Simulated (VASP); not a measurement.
# Sn6Ge (P4/mmm) in VASP: relaxation of cell and atoms with PBE

Aim: the relaxation of cell and atoms of Sn6Ge with PBE.

Everything below comes from runs of VASP 6.6.1. Logs are shortened: lines on timing, memory, paths and dates and some standing lists are left out, and cuts for length are marked.

### 1 The cell of the first run

It takes space group P4/mmm (No. 123, tetragonal). The conventional cell has a = 4.065 Å, b = 4.065 Å, c = 11.993 Å, α = 90.00°, β = 90.00°, γ = 90.00°. Within 4.2 Å of Sn (site symmetry 4mm) lie 14 Sn at 3.17 to 4.13 Å. Sn (site symmetry 4mm) has 1 Ge at 2.79 Å and 5 Sn at 3.17 to 3.20 Å within 3.7 Å. Within 4.2 Å of Sn (site symmetry 4/mmm) lie 14 Sn at 3.20 to 4.06 Å. Sn (site symmetry 4/mmm) has 4 Ge at 2.87 Å within 3.8 Å. Ge (site symmetry 4/mmm) has 6 Sn at 2.79 to 2.87 Å within 3.7 Å.

The cell was generated, and may not be a known phase.

### 2 Relaxation of cell and atoms, PBE

Input file INCAR:

```
PREC = Accurate ; ENCUT = 600
EDIFF = 1E-6 ; ISMEAR = 0
SIGMA = 0.1 ; LREAL = False
LASPH = True ; NELM = 80
ALGO = Fast ; ISIF = 3
LWAVE = False ; LCHARG = False
GGA = PE ; IBRION = 2
NSW = 100 ; EDIFFG = -0.01
```

Input file KPOINTS:

```
regular mesh
0
Gamma
  8 8 4
```

Input file POSCAR:

```
Sn6Ge
1.0
    4.0646910880      0.0000000000      0.0000000000
    0.0000000000      4.0646910880      0.0000000000
    0.0000000000      0.0000000000     11.9933441818
Sn Ge
6 1
Direct
    0.5000000000      0.5000000000      0.3441062839
    0.5000000000      0.5000000000      0.6558937161
    0.0000000000      0.0000000000      0.2329922755
    0.0000000000      0.0000000000      0.7670077245
    0.0000000000      0.0000000000      0.5000000000
    0.5000000000      0.5000000000      0.0000000000
    0.0000000000      0.0000000000      0.0000000000
```

Potentials or basis: VASP PAW PBE potentials, release 64 (Sn_d, Ge_d).

The run is started by

```console
> cat potpaw_PBE.64/Sn_d/POTCAR potpaw_PBE.64/Ge_d/POTCAR > POTCAR
> mpirun -np 1 vasp_std > vasp.out
```

OUTCAR:

```text
PREC = Accurate
   ENCUT = 600
   EDIFF = 1E-6
   ISMEAR = 0
   LREAL = False
   LASPH = True
   NELM = 80
   ISIF = 3
   GGA = PE
   IBRION = 2
   NSW = 100
   EDIFFG = -0.01

 ion  position               nearest neighbor table
   1  0.500  0.500  0.344-   3 3.17   3 3.17   3 3.17   3 3.17   5 3.43   5 3.43   5 3.43   5 3.43
                             2 3.74
   2  0.500  0.500  0.656-   4 3.17   4 3.17   4 3.17   4 3.17   5 3.43   5 3.43   5 3.43   5 3.43
                             1 3.74
   3  0.000  0.000  0.233-   7 2.79   1 3.17   1 3.17   1 3.17   1 3.17   5 3.20
   4  0.000  0.000  0.767-   7 2.79   2 3.17   2 3.17   2 3.17   2 3.17   5 3.20
   5  0.000  0.000  0.500-   3 3.20   4 3.20   1 3.43   2 3.43   1 3.43   2 3.43   1 3.43   2 3.43
                             1 3.43   2 3.43
   6  0.500  0.500  0.000-   7 2.87   7 2.87   7 2.87   7 2.87
   7  0.000  0.000  0.000-   3 2.79   4 2.79   6 2.87   6 2.87   6 2.87   6 2.87

  LATTYP: Found a simple tetragonal cell.
 ALAT       =     4.0646910880
 C/A-ratio  =     2.9506163992

  Lattice vectors:

 A1 = (   4.0646910880,   0.0000000000,   0.0000000000)
 A2 = (   0.0000000000,   4.0646910880,   0.0000000000)
 A3 = (   0.0000000000,   0.0000000000,  11.9933441818)

Analysis of symmetry for initial positions (statically):
=====================================================================
 Subroutine PRICEL returns:
 Original cell was already a primitive cell.

 Routine SETGRP: Setting up the symmetry group for a
 simple tetragonal supercell.

 Subroutine GETGRP returns: Found 16 space group operations
 (whereof 16 operations were pure point group operations)
 out of a pool of 16 trial point group operations.

The static configuration has the point symmetry D_4h.

Analysis of symmetry for dynamics (positions and initial velocities):
=====================================================================
 Subroutine PRICEL returns:
 Original cell was already a primitive cell.

 Routine SETGRP: Setting up the symmetry group for a
 simple tetragonal supercell.

 Subroutine GETGRP returns: Found 16 space group operations
 (whereof 16 operations were pure point group operations)
 out of a pool of 16 trial point group operations.

The dynamic configuration has the point symmetry D_4h.

 Subroutine INISYM returns: Found 16 space group operations
 (whereof 16 operations are pure point group operations),
 and found     1 'primitive' translations

----------------------------------------------------------------------------------------

                                     Primitive cell

  volume of cell :     198.1506

  direct lattice vectors                    reciprocal lattice vectors
     4.064691088  0.000000000  0.000000000     0.246021156  0.000000000  0.000000000
     0.000000000  4.064691088  0.000000000     0.000000000  0.246021156  0.000000000
     0.000000000  0.000000000 11.993344182     0.000000000  0.000000000  0.083379580

  length of vectors
     4.064691088  4.064691088 11.993344182     0.246021156  0.246021156  0.083379580

  position of ions in fractional coordinates (direct lattice)
     0.500000000  0.500000000  0.344106284
     0.500000000  0.500000000  0.655893716
     0.000000000  0.000000000  0.232992276
     0.000000000  0.000000000  0.767007724
     0.000000000  0.000000000  0.500000000
     0.500000000  0.500000000  0.000000000
     0.000000000  0.000000000  0.000000000

  ion indices of the primitive-cell ions
   primitive index   ion index
                 1           1
                 2           2
                 3           3
                 4           4
                 5           5
                 6           6
                 7           7

----------------------------------------------------------------------------------------

 KPOINTS: regular mesh

Automatic generation of k-mesh.
 Grid dimensions read from file:
 generate k-points for:    8    8    4

 Generating k-lattice:

  Cartesian coordinates                     Fractional coordinates (reciprocal lattice)
     0.030752644  0.000000000  0.000000000     0.125000000  0.000000000  0.000000000
     0.000000000  0.030752644  0.000000000     0.000000000  0.125000000  0.000000000
     0.000000000  0.000000000  0.020844895     0.000000000  0.000000000  0.250000000

  Length of vectors
     0.030752644  0.030752644  0.020844895

  Shift w.r.t. Gamma in fractional coordinates (k-lattice)
     0.000000000  0.000000000  0.000000000

 Subroutine IBZKPT returns following result:
 ===========================================

 Found     45 irreducible k-points:

 Following reciprocal coordinates:
            Coordinates               Weight
  0.000000  0.000000  0.000000      1.000000
  0.125000  0.000000  0.000000      4.000000
  0.250000  0.000000  0.000000      4.000000
  0.375000  0.000000  0.000000      4.000000
  0.500000  0.000000  0.000000      2.000000
  0.125000  0.125000  0.000000      4.000000
[... 16 lines left out ...]
  0.375000  0.125000  0.250000     16.000000
  0.500000  0.125000  0.250000      8.000000
 [... further k-points ...]
   k-points           NKPTS =     45   k-points in BZ     NKDIM =     45   number of bands    NBANDS=     58
   number of dos      NEDOS =    301   number of ions     NIONS =      7
   total plane-waves  NPLWV =  98304
   dimension x,y,z NGX =    32 NGY =   32 NGZ =   96
   dimension x,y,z NGXF=    64 NGYF=   64 NGZF=  192
   ions per type =               6   1
   NGX,Y,Z   is equivalent  to a cutoff of  13.09, 13.09, 13.31 a.u.
   NGXF,Y,Z  is equivalent  to a cutoff of  26.18, 26.18, 26.61 a.u.
 SYSTEM =  unknown system
   PREC   = accura    normal or accurate (medium, high low for compatibility)
   ISTART =      0    job   : 0-new  1-cont  2-samecut
   ICHARG =      2    charge: 1-file 2-atom 10-const
   ISPIN  =      1    spin polarized calculation?
   LNONCOLLINEAR =      F non collinear calculations
   LSORBIT =      F    spin-orbit coupling
   LASPH  =      T    aspherical Exc in radial PAW
   ENCUT  =  600.0 eV  44.10 Ry    6.64 a.u.   8.12  8.12 23.95*2*pi/ulx,y,z
   NELM   =     80;   NELMIN=  2; NELMDL= -5     # of ELM steps
   EDIFF  = 0.1E-05   stopping-criterion for ELM
   LREAL  =      F    real-space projection
   EDIFFG = -.1E-01   stopping-criterion for IOM
   NSW    =    100    number of steps for IOM
   IBRION =      2    ionic relax: 0-MD 1-quasi-New 2-CG
   NFREE  =      1    steps in history (QN), initial steepest desc. (CG)
   ISIF   =      3    stress and relaxation
   ISYM   =      2    0-nonsym 1-usesym 2-fastsym
   POTIM  = 0.5000    time-step for ionic-motion
   TEBEG  =    0.0;   TEEND  =   0.0 temperature during run
   PSTRESS=    0.0 pullay stress
   NELECT =      98.0000    total number of electrons
   NUPDOWN=      -1.0000    fix difference up-down
   EMIN   =  10.00;   EMAX   =-10.00  energy-range for DOS
   EFERMI =   0.00;   METHOD = LEGACY
   ISMEAR =     0;   SIGMA  =   0.10  broadening in eV -4-tet -1-fermi 0-gaus
   EFERMI_NEDOS =   21; number of points for ismear=-14 and -15
   IALGO  =     68    algorithm
   IMIX   =      4    mixing-type and parameters
     AMIX     =   0.40;   BMIX     =  1.00
     AMIX_MAG =   1.60;   BMIX_MAG =  1.00
  volume/ion in A,a.u.               =      28.31       191.03
  Fermi-wavevector in a.u.,A,eV,Ry     =   1.294648  2.446530 22.804910  1.676114
  Thomas-Fermi vector in A             =   2.426218
   LORBIT       =      0    0 simple, 1 ext, 2 COOP (PROOUT), +10 PAW based schemes
   GGA     = PE    functional components
   LHFCALC =     F    Hartree Fock is set to
   AEXX    =    0.0000 exact exchange contribution
   IVDW    =     0    specifies the selected vdW correction
   LEPSILON=     F    determine dielectric tensor
   LRPA    =     F    only Hartree local field effects (RPA)
 conjugate gradient relaxation of ions
 non-spin polarized calculation
 RMM-DIIS sequential band-by-band and
 Gauss-broadening in eV      SIGMA  =   0.10
  energy-cutoff  :      600.00
  volume of cell :      198.15
 maximum number of plane-waves:      6680
   NGX = 17   NGY = 17   NGZ = 47

--------------------------------------- Ionic step        1  -------------------------------------------

 number of electron      98.0000052 magnetization

 Free energy of the ion-electron system (eV)
  ---------------------------------------------------
  ext. energy  EPLUGINS =         0.00000000
  ---------------------------------------------------
  free energy    TOTEN  =       -26.53134506 eV

  energy without entropy =      -26.51297118  energy(sigma->0) =      -26.52215812

------------------------ aborting loop because EDIFF is reached ----------------------------------------

  FORCE on cell =-STRESS in cart. coord.  units (eV):
  Direction    XX          YY          ZZ          XY          YZ          ZX
  --------------------------------------------------------------------------------------
  -------------------------------------------------------------------------------------
  Total       -0.5985060     -0.5985060      0.5554042      0.0000000     -0.0000000      0.0000000
  in kB       -4.8393132     -4.8393132      4.4908062      0.0000000     -0.0000000      0.0000000
  external PRESSURE =      -1.7292734 kB  Pullay stress =       0.0000000 kB
[... 104 lines left out ...]
  FREE ENERGIE OF THE ION-ELECTRON SYSTEM (eV)
  ---------------------------------------------------
  free  energy   TOTEN  =       -26.5371695509 eV

  energy  without entropy=      -26.5176883655  energy(sigma->0) =      -26.52742896

 E-fermi :   7.0043     XC(G=0): -10.0039

 val. band max:        7.0000663764   @ k =   0.5000   0.1250   0.2500
 cond. band min:       7.0136378558   @ k =   0.5000   0.2500   0.2500
 fundamental gap:      0.0135714794
 Fermi energy:         7.0042798854

 k-point     1 :       0.0000    0.0000    0.0000
  band No.  band energies     occupation
      1     -17.5627      2.00000
      2     -17.5487      2.00000
      3     -17.5316      2.00000
      4     -17.5316      2.00000
      5     -17.5271      2.00000
      6     -14.6714      2.00000
[... 1453 lines left out ...]
     57      10.7424      0.00000
     58      10.8930      0.00000

 [... further k-points ...]

[... ionic steps 4 to 11 ...]

--------------------------------------- Ionic step       12  -------------------------------------------

 number of electron      98.0000057 magnetization

------------------------ aborting loop because EDIFF is reached ----------------------------------------
[... 77 lines left out ...]
--------------------------------------- Ionic step       14  -------------------------------------------

 number of electron      98.0000058 magnetization

 Free energy of the ion-electron system (eV)
  ---------------------------------------------------
  ext. energy  EPLUGINS =         0.00000000
  ---------------------------------------------------
  free energy    TOTEN  =       -26.54162336 eV

  energy without entropy =      -26.51900232  energy(sigma->0) =      -26.53031284

 E-fermi :   6.9932     XC(G=0):  -9.9982

 val. band max:        6.9771257257   @ k =   0.3750   0.1250   0.2500
 cond. band min:       7.0091656996   @ k =   0.5000   0.2500   0.2500
 fundamental gap:      0.0320399739
 Fermi energy:         6.9932215474

 k-point     1 :       0.0000    0.0000    0.0000
  band No.  band energies     occupation
      1     -17.5750      2.00000
      2     -17.5609      2.00000
      3     -17.5440      2.00000
      4     -17.5440      2.00000
      5     -17.5396      2.00000
      6     -14.6824      2.00000
[... 1453 lines left out ...]
     57      10.7123      0.00000
     58      10.8702      0.00000

 [... further k-points ...]
[... 5 lines left out ...]
  --------------------------------------------------------------------------------------
  -------------------------------------------------------------------------------------
  Total       -0.0506721     -0.0506721     -0.0283243      0.0000000      0.0000000      0.0000000
  in kB       -0.4109651     -0.4109651     -0.2297186      0.0000000      0.0000000      0.0000000
  external PRESSURE =      -0.3505496 kB  Pullay stress =       0.0000000 kB
[... 22 lines left out ...]
  FREE ENERGIE OF THE ION-ELECTRON SYSTEM (eV)
  ---------------------------------------------------
  free  energy   TOTEN  =       -26.5416233556 eV

  energy  without entropy=      -26.5190023158  energy(sigma->0) =      -26.53031284

 reached required accuracy - stopping structural energy minimisation
```

It took 2.5 h on 1 thread of Oxide Virtual Turin-like, shared host; peak memory 0.63 GiB.

Results:

```
Free energy                           : -26.5416 eV
Relaxed volume                        : 28.22 Å³/atom
Relaxed cell                          : a = 4.036 Å, b = 4.036 Å, c = 12.128 Å, α = 90.00°, β = 90.00°, γ = 90.00°
Space group after relaxing (to 0.1 Å) : P4/mmm (No. 123)
Energy gained by relaxing             : 1.5 meV/atom
Ionic steps                           : 14
Pressure after relaxing               : 0.0 GPa
Largest force after relaxing          : 0.004 eV/Å
Band gap on the k mesh                : zero (bands 49 and 50 overlap by 3.39 eV)
```

Forces on the atoms (eV/Å):
```
Sn   0.000  0.000 -0.004
Sn   0.000  0.000  0.004
Sn   0.000  0.000  0.004
Sn   0.000  0.000 -0.004
Sn   0.000  0.000  0.000
Sn   0.000  0.000  0.000
Ge   0.000  0.000  0.000
```

Step by step:
| step | energy change (eV) | largest force (eV/Å) | pressure (GPa) | volume (Å³) |
| --- | --- | --- | --- | --- |
| 1 | 0.0000 | 0.0560 | -0.17 | 198.15 |
| 2 | -0.0051 | 0.0598 | 0.01 | 197.27 |
| 3 | -0.0058 | 0.0652 | 0.13 | 196.80 |
| 4 | -0.0066 | 0.0623 | 0.01 | 197.39 |
| 5 | -0.0068 | 0.0603 | -0.11 | 197.86 |
| 6 | -0.0074 | 0.0495 | -0.02 | 197.80 |
| 7 | -0.0087 | 0.0424 | -0.06 | 197.63 |
| 8 | -0.0100 | 0.0119 | 0.07 | 197.31 |
| 9 | -0.0100 | 0.0172 | -0.12 | 198.02 |
| 10 | -0.0102 | 0.0105 | -0.05 | 197.68 |
| 11 | -0.0102 | 0.0151 | 0.00 | 197.49 |
| 12 | -0.0102 | 0.0153 | 0.00 | 197.56 |
| 13 | -0.0103 | 0.0048 | -0.05 | 197.55 |
| 14 | -0.0103 | 0.0043 | -0.04 | 197.55 |

Final structure:
```
CELL_PARAMETERS angstrom
4.03598 0.00000 0.00000
0.00000 4.03598 0.00000
0.00000 0.00000 12.12767
ATOMIC_POSITIONS crystal
Sn 0.50000 0.50000 0.34969
Sn 0.50000 0.50000 0.65031
Sn 0.00000 0.00000 0.23329
Sn 0.00000 0.00000 0.76671
Sn 0.00000 0.00000 0.50000
Sn 0.50000 0.50000 0.00000
Ge 0.00000 0.00000 0.00000
```

Caveat: spin-orbit coupling is left out, which moves the levels of the heavy elements.

The gap in the log of VASP goes by the Fermi energy; the results here count the filled bands.